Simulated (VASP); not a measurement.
# Ta2N (P-31m) in VASP: further runs

Runs on Ta2N. Level: PBE. Tasks: single point.

All numbers are computed with VASP 6.6.1; they aren't measurements. Logs are shortened: lines on timing, memory, paths and dates and some standing lists are left out, and cuts for length are marked.

## Step 1: The cell of the first run

The structure is trigonal, space group P-31m (No. 162). The conventional cell has a = 5.387 Å, b = 5.387 Å, c = 4.822 Å, α = 90.00°, β = 90.00°, γ = 120.00°. Within 3.2 Å of Ta (site symmetry m) lie 3 N at 2.10 to 2.31 Å and 10 Ta at 2.77 to 3.14 Å. Within 2.8 Å of N (site symmetry 32) lie 6 Ta at 2.10 Å. Within 3.1 Å of N (site symmetry -3m) lie 6 Ta at 2.31 Å.

## Step 2: Single point, PBE

Contents of INCAR:

```
ALGO = Normal
EDIFF = 1E-6
ENCUT = 520
GGA = PE
ISIF = 2
ISMEAR = 0
LASPH = True
LCHARG = False
LREAL = False
LWAVE = False
NBANDS = 50
NELM = 60
PREC = Accurate
SIGMA = 0.15
```

Contents of KPOINTS:

```
k-points
0
Gamma
  9 9 8
```

Contents of POSCAR:

```
Ta2N
1.0
    5.3869773103      0.0000000000      0.0000000000
   -2.6934886551      4.6652592004      0.0000000000
    0.0000000000      0.0000000000      4.8224220882
Ta N
6 3
Direct
    0.6317886868      0.6317886868      0.7528547364
    0.0000000000      0.3682113132      0.7528547364
    0.3682113132      0.0000000000      0.7528547364
    0.3682113132      0.3682113132      0.2471452636
    0.0000000000      0.6317886868      0.2471452636
    0.6317886868      0.0000000000      0.2471452636
    0.6666666667      0.3333333333      0.5000000000
    0.3333333333      0.6666666667      0.5000000000
    0.0000000000      0.0000000000      0.0000000000
```

Potentials or basis: VASP PAW PBE potentials, release 64 (Ta_pv, N).

On the command line:

```sh
> cat potpaw_PBE.64/Ta_pv/POTCAR potpaw_PBE.64/N/POTCAR > POTCAR
> mpirun -np 1 vasp_std > vasp.out
```

OUTCAR:

```text
EDIFF = 1E-6
   ENCUT = 520
   GGA = PE
   ISIF = 2
   ISMEAR = 0
   LASPH = True
   LREAL = False
   NELM = 60
   PREC = Accurate

 ion  position               nearest neighbor table
   1  0.632  0.632  0.753-   8 2.10   7 2.10   9 2.31   4 2.77   4 2.82   2 2.96   3 2.96   2 2.96
                             3 2.96   5 3.10   6 3.10   5 3.14   6 3.14   3 3.44   2 3.44
   2  0.000  0.368  0.753-   7 2.10   8 2.10   9 2.31   5 2.77   5 2.82   1 2.96   1 2.96   3 2.96
                             3 2.96   4 3.10   6 3.10   4 3.14   6 3.14   3 3.44   1 3.44
   3  0.368  0.000  0.753-   8 2.10   7 2.10   9 2.31   6 2.77   6 2.82   1 2.96   2 2.96   1 2.96
                             2 2.96   4 3.10   5 3.10   4 3.14   5 3.14   2 3.44   1 3.44
   4  0.368  0.368  0.247-   7 2.10   8 2.10   9 2.31   1 2.77   1 2.82   5 2.96   6 2.96   5 2.96
                             6 2.96   2 3.10   3 3.10   2 3.14   3 3.14   6 3.44   5 3.44
   5  0.000  0.632  0.247-   8 2.10   7 2.10   9 2.31   2 2.77   2 2.82   4 2.96   4 2.96   6 2.96
                             6 2.96   1 3.10   3 3.10   1 3.14   3 3.14   6 3.44   4 3.44
   6  0.632  0.000  0.247-   7 2.10   8 2.10   9 2.31   3 2.77   3 2.82   4 2.96   5 2.96   4 2.96
                             5 2.96   1 3.10   2 3.10   1 3.14   2 3.14   5 3.44   4 3.44
   7  0.667  0.333  0.500-   2 2.10   6 2.10   5 2.10   3 2.10   4 2.10   1 2.10
   8  0.333  0.667  0.500-   5 2.10   3 2.10   2 2.10   6 2.10   1 2.10   4 2.10
   9  0.000  0.000  0.000-   3 2.31   6 2.31   5 2.31   2 2.31   1 2.31   4 2.31

  LATTYP: Found a hexagonal cell.
 ALAT       =     5.3869773103
 C/A-ratio  =     0.8952000000

  Lattice vectors:

 A1 = (   5.3869773103,   0.0000000000,   0.0000000000)
 A2 = (  -2.6934886551,   4.6652592004,   0.0000000000)
 A3 = (   0.0000000000,   0.0000000000,   4.8224220882)

Analysis of symmetry for initial positions (statically):
=====================================================================
 Subroutine PRICEL returns:
 Original cell was already a primitive cell.

 Routine SETGRP: Setting up the symmetry group for a
 hexagonal supercell.

 Subroutine GETGRP returns: Found 12 space group operations
 (whereof 12 operations were pure point group operations)
 out of a pool of 24 trial point group operations.

The static configuration has the point symmetry D_3d.

Analysis of symmetry for dynamics (positions and initial velocities):
=====================================================================
 Subroutine PRICEL returns:
 Original cell was already a primitive cell.

 Routine SETGRP: Setting up the symmetry group for a
 hexagonal supercell.

 Subroutine GETGRP returns: Found 12 space group operations
 (whereof 12 operations were pure point group operations)
 out of a pool of 24 trial point group operations.

The dynamic configuration has the point symmetry D_3d.

 Subroutine INISYM returns: Found 12 space group operations
 (whereof 12 operations are pure point group operations),
 and found     1 'primitive' translations

----------------------------------------------------------------------------------------

                                     Primitive cell

  volume of cell :     121.1954

  direct lattice vectors                    reciprocal lattice vectors
     5.386977310  0.000000000  0.000000000     0.185632859  0.107175181  0.000000000
    -2.693488655  4.665259200  0.000000000     0.000000000  0.214350362  0.000000000
     0.000000000  0.000000000  4.822422088     0.000000000  0.000000000  0.207364677

  length of vectors
     5.386977310  5.386977310  4.822422088     0.214350362  0.214350362  0.207364677

  position of ions in fractional coordinates (direct lattice)
     0.631788687  0.631788687  0.752854736
     0.000000000  0.368211313  0.752854736
     0.368211313  0.000000000  0.752854736
     0.368211313  0.368211313  0.247145264
     0.000000000  0.631788687  0.247145264
     0.631788687  0.000000000  0.247145264
     0.666666667  0.333333333  0.500000000
     0.333333333  0.666666667  0.500000000
     0.000000000  0.000000000  0.000000000

  ion indices of the primitive-cell ions
   primitive index   ion index
                 1           1
                 2           2
                 3           3
                 4           4
                 5           5
                 6           6
                 7           7
                 8           8
                 9           9

----------------------------------------------------------------------------------------

 KPOINTS: k-points

Automatic generation of k-mesh.
 Grid dimensions read from file:
 generate k-points for:    9    9    8

 Generating k-lattice:

  Cartesian coordinates                     Fractional coordinates (reciprocal lattice)
     0.020625873  0.011908353  0.000000000     0.111111111  0.000000000  0.000000000
     0.000000000  0.023816707  0.000000000     0.000000000  0.111111111  0.000000000
     0.000000000  0.000000000  0.025920585     0.000000000  0.000000000  0.125000000

  Length of vectors
     0.023816707  0.023816707  0.025920585

  Shift w.r.t. Gamma in fractional coordinates (k-lattice)
     0.000000000  0.000000000  0.000000000

 Subroutine IBZKPT returns following result:
 ===========================================

 Found     81 irreducible k-points:

 Following reciprocal coordinates:
            Coordinates               Weight
  0.000000  0.000000  0.000000      1.000000
  0.111111  0.000000  0.000000      6.000000
  0.222222  0.000000  0.000000      6.000000
  0.333333  0.000000  0.000000      6.000000
  0.444444  0.000000  0.000000      6.000000
  0.111111  0.111111  0.000000      6.000000
[... 16 lines left out ...]
 -0.111111  0.444444  0.125000     12.000000
  0.444444  0.111111  0.125000      6.000000
 [... further k-points ...]
   k-points           NKPTS =     81   k-points in BZ     NKDIM =     81   number of bands    NBANDS=     50
   number of dos      NEDOS =    301   number of ions     NIONS =      9
   total plane-waves  NPLWV =  57600
   dimension x,y,z NGX =    40 NGY =   40 NGZ =   36
   dimension x,y,z NGXF=    80 NGYF=   80 NGZF=   72
   ions per type =               6   3
   NGX,Y,Z   is equivalent  to a cutoff of  12.34, 12.34, 12.41 a.u.
   NGXF,Y,Z  is equivalent  to a cutoff of  24.69, 24.69, 24.82 a.u.
 SYSTEM =  unknown system
   PREC   = accura    normal or accurate (medium, high low for compatibility)
   ISTART =      0    job   : 0-new  1-cont  2-samecut
   ICHARG =      2    charge: 1-file 2-atom 10-const
   ISPIN  =      1    spin polarized calculation?
   LNONCOLLINEAR =      F non collinear calculations
   LSORBIT =      F    spin-orbit coupling
   LASPH  =      T    aspherical Exc in radial PAW
   ENCUT  =  520.0 eV  38.22 Ry    6.18 a.u.  10.02 10.02  8.97*2*pi/ulx,y,z
   NELM   =     60;   NELMIN=  2; NELMDL= -5     # of ELM steps
   EDIFF  = 0.1E-05   stopping-criterion for ELM
   LREAL  =      F    real-space projection
   EDIFFG = 0.1E-04   stopping-criterion for IOM
   NSW    =      0    number of steps for IOM
   IBRION =     -1    ionic relax: 0-MD 1-quasi-New 2-CG
   NFREE  =      0    steps in history (QN), initial steepest desc. (CG)
   ISIF   =      2    stress and relaxation
   ISYM   =      2    0-nonsym 1-usesym 2-fastsym
   POTIM  = 0.5000    time-step for ionic-motion
   TEBEG  =    0.0;   TEEND  =   0.0 temperature during run
   PSTRESS=    0.0 pullay stress
   NELECT =      81.0000    total number of electrons
   NUPDOWN=      -1.0000    fix difference up-down
   EMIN   =  10.00;   EMAX   =-10.00  energy-range for DOS
   EFERMI =   0.00;   METHOD = LEGACY
   ISMEAR =     0;   SIGMA  =   0.15  broadening in eV -4-tet -1-fermi 0-gaus
   EFERMI_NEDOS =   21; number of points for ismear=-14 and -15
   IALGO  =     38    algorithm
   IMIX   =      4    mixing-type and parameters
     AMIX     =   0.40;   BMIX     =  1.00
     AMIX_MAG =   1.60;   BMIX_MAG =  1.00
  volume/ion in A,a.u.               =      13.47        90.87
  Fermi-wavevector in a.u.,A,eV,Ry     =   1.431334  2.704830 27.874505  2.048718
  Thomas-Fermi vector in A             =   2.551082
   LORBIT       =      0    0 simple, 1 ext, 2 COOP (PROOUT), +10 PAW based schemes
   GGA     = PE    functional components
   LHFCALC =     F    Hartree Fock is set to
   AEXX    =    0.0000 exact exchange contribution
   IVDW    =     0    specifies the selected vdW correction
   LEPSILON=     F    determine dielectric tensor
   LRPA    =     F    only Hartree local field effects (RPA)
 non-spin polarized calculation
 Gauss-broadening in eV      SIGMA  =   0.15
  energy-cutoff  :      520.00
  volume of cell :      121.20
 maximum number of plane-waves:      3290
   NGX = 21   NGY = 21   NGZ = 17

 number of electron      80.9999995 magnetization

 Free energy of the ion-electron system (eV)
  ---------------------------------------------------
  ext. energy  EPLUGINS =         0.00000000
  ---------------------------------------------------
  free energy    TOTEN  =      -101.68479022 eV

  energy without entropy =     -101.64413042  energy(sigma->0) =     -101.66446032

 E-fermi :   7.2547     XC(G=0): -12.8591

 val. band max:        7.2407053172   @ k =  -0.3333  -0.3333   0.2500
 cond. band min:       7.2638802402   @ k =   0.3333   0.3333   0.5000
 fundamental gap:      0.0231749230
 Fermi energy:         7.2546945841

 k-point     1 :       0.0000    0.0000    0.0000
  band No.  band energies     occupation
      1     -28.3513      2.00000
      2     -28.2799      2.00000
      3     -27.8973      2.00000
      4     -27.8973      2.00000
      5     -27.8389      2.00000
      6     -27.7467      2.00000
[... 42 lines left out ...]
     49      10.1385      0.00000
     50      10.2511      0.00000
[... 1217 lines left out ...]
     49      10.3425      0.00000
     50      10.8518      0.00000

 [... further k-points ...]

------------------------ aborting loop because EDIFF is reached ----------------------------------------

  FORCE on cell =-STRESS in cart. coord.  units (eV):
  Direction    XX          YY          ZZ          XY          YZ          ZX
  --------------------------------------------------------------------------------------
  -------------------------------------------------------------------------------------
  Total        4.5599178      4.5599178     12.8988373      0.0000000      0.0000000      0.0000000
  in kB       60.2811398     60.2811398    170.5198746      0.0000000      0.0000000      0.0000000
  external PRESSURE =      97.0273847 kB  Pullay stress =       0.0000000 kB

 VOLUME and BASIS-vectors are now :
 -----------------------------------------------------------------------------
  energy-cutoff  :      520.00
  volume of cell :      121.20
      direct lattice vectors                 reciprocal lattice vectors
     5.386977310  0.000000000  0.000000000     0.185632859  0.107175181  0.000000000
    -2.693488655  4.665259200  0.000000000     0.000000000  0.214350362  0.000000000
     0.000000000  0.000000000  4.822422088     0.000000000  0.000000000  0.207364677

 POSITION                                       TOTAL-FORCE (eV/Angst)
 -----------------------------------------------------------------------------------
      1.70172      2.94746      3.63058         2.074256      3.592717      1.613975
     -0.99177      1.71780      3.63058         2.074256     -3.592717      1.613975
      1.98355      0.00000      3.63058        -4.148513      0.000000      1.613975
      0.99177      1.71780      1.19184        -2.074256     -3.592717     -1.613975
     -1.70172      2.94746      1.19184        -2.074256      3.592717     -1.613975
      3.40343      0.00000      1.19184         4.148513      0.000000     -1.613975
      2.69349      1.55509      2.41121        -0.000000      0.000000      0.000000
     -0.00000      3.11017      2.41121        -0.000000      0.000000      0.000000
      0.00000      0.00000      0.00000        -0.000000      0.000000      0.000000
 -----------------------------------------------------------------------------------
    total drift:                                0.000000     -0.000000      0.000000

  FREE ENERGIE OF THE ION-ELECTRON SYSTEM (eV)
  ---------------------------------------------------
  free  energy   TOTEN  =      -101.6847902155 eV

  energy  without entropy=     -101.6441304168  energy(sigma->0) =     -101.66446032
```

Run time: 3.4 min. Hardware: 1 thread of Intel Xeon 6975P-C (Granite Rapids), shared host; peak memory 0.47 GiB.

Results:

```
Free energy            : -101.6848 eV
Pressure               : 9.7 GPa
Largest force          : 4.451 eV/Å
Band gap on the k mesh : zero (an odd number of electrons rules out a gap without spin polarisation)
```

Forces in eV/Å, atoms in the order of the input:
```
Ta   2.074  3.593  1.614
Ta   2.074 -3.593  1.614
Ta  -4.149  0.000  1.614
Ta  -2.074 -3.593 -1.614
Ta  -2.074  3.593 -1.614
Ta   4.149  0.000 -1.614
N    0.000  0.000  0.000
N    0.000  0.000  0.000
N    0.000  0.000  0.000
```

Stress tensor (GPa, compression positive):
```
 6.03  0.00  0.00
 0.00  6.03  0.00
 0.00  0.00 17.05
```

Caveat: the stress differs along the axes, from 6 to 17 GPa; spin-orbit coupling is left out, which moves the levels of the heavy elements; forces of over 1 eV/Å act on the atoms, so gaps and moduli don't describe the material at rest.

## Step 3: Single point, PBE

This run uses another cell than the first one, of the same volume but with other edges.

Contents of INCAR:

```
SYSTEM = Ta2N
  PREC = Accurate
  ENCUT = 520
  EDIFF = 1E-6
  ISMEAR = 0
  SIGMA = 0.15
  LREAL = .False.
  LASPH = .True.
  NELM = 100
  ALGO = Normal
  ISIF = 2
  LWAVE = .False.
  LCHARG = .True.
  GGA = PE
  LELF = .True.
  LVHAR = .True.
  NBANDS = 50
```

Contents of KPOINTS:

```
regular mesh
0
Gamma
  9 9 8
  0 0 0
```

Contents of POSCAR:

```
Ta2N
1.0
    5.2118624604      0.0000000000      0.0000000000
   -2.6059312302      4.5136052918      0.0000000000
    0.0000000000      0.0000000000      5.1519260421
Ta N
6 3
Direct
    0.7141172560      0.7141172560      0.7528547364
    0.0000000000      0.2858827440      0.7528547364
    0.2858827440      0.0000000000      0.7528547364
    0.2858827440      0.2858827440      0.2471452636
    0.0000000000      0.7141172560      0.2471452636
    0.7141172560      0.0000000000      0.2471452636
    0.6666666667      0.3333333333      0.5000000000
    0.3333333333      0.6666666667      0.5000000000
    0.0000000000      0.0000000000      0.0000000000
```

Potentials or basis: VASP PAW PBE potentials, release 64 (Ta_pv, N).

On the command line:

```sh
> cat potpaw_PBE.64/Ta_pv/POTCAR potpaw_PBE.64/N/POTCAR > POTCAR
> mpirun -np 1 vasp_std > vasp.out
```

Run time: 13 min. Hardware: 1 thread of Intel Xeon 8259CL, shared host; peak memory 0.49 GiB.

Results (log left out):

```
Free energy            : -98.0887 eV
Pressure               : 24.3 GPa
Largest force          : 9.363 eV/Å
Band gap on the k mesh : zero (an odd number of electrons rules out a gap without spin polarisation)
```

Forces on the atoms (eV/Å):
```
Ta  -4.444 -7.697 -2.945
Ta  -4.444  7.697 -2.945
Ta   8.888  0.000 -2.945
Ta   4.444  7.697  2.945
Ta   4.444 -7.697  2.945
Ta  -8.888  0.000  2.945
N    0.000  0.000  0.000
N    0.000  0.000  0.000
N    0.000  0.000  0.000
```

Stress tensor (GPa, compression positive):
```
31.60  0.00  0.00
 0.00 31.60  0.00
 0.00  0.00  9.62
```

Levels at points of the mesh, in eV from the Fermi level:
```
           k point  band 38  band 39  band 40  band 41  band 42  band 43  band 44  band 45
(0.00, 0.00, 0.00)    -0.91    -0.49    -0.05    -0.05     0.40     0.40     1.72     1.72
(0.00, 0.00, 0.50)    -0.95    -0.60    -0.60    -0.60     0.06     0.06     1.94     1.94
```

Caveat: the stress differs along the axes, from 10 to 32 GPa; spin-orbit coupling is left out, which moves the levels of the heavy elements; forces of over 1 eV/Å act on the atoms, so gaps and moduli don't describe the material at rest.

The gap in the log of VASP goes by the Fermi energy; the results here count the filled bands.